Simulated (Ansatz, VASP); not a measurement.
**C: VASP beside Ansatz**

```xyz
8
Lattice="2.4589 0.0000 0.0000 -1.2295 2.1295 0.0000 0.0000 0.0000 25.7949" Properties=species:S:1:pos:R:3 pbc="T T T"
C     1.2295    0.7098    7.5000
C     0.0000    1.4197    7.5006
C     0.0000    1.4197   11.0981
C     0.0000    0.0000   11.0987
C     0.0000    0.0000   14.6962
C     1.2295    0.7098   14.6968
C     1.2295    0.7098   18.2943
C     0.0000    1.4197   18.2949
```

Alike in both runs: task single point; functional PBEsol; k mesh 15 × 15 × 1; occupations gaussian, width 0.05 eV; no spin polarisation.

```csv
,VASP,Ansatz
version,VASP 6.6.1,Ansatz 0.2.0
potentials or method,"VASP PAW PBE potentials, release 64 (C), cutoff 520 eV","scalar-relativistic, plane waves, PAW"
valence electrons in the cell,32,32
```

```csv
,VASP,Ansatz,Ansatz less VASP
gap on the k mesh at the Fermi level (eV),none,none,-
"work function, face that differs most (eV)",4.32,4.32,+0.002
```

VASP's potentials were made for PBE, not for PBEsol. A gap of «none» marks a metal or a gap that the smearing closes. The functional is the same, so the differences come from potentials, cutoffs and numerics.
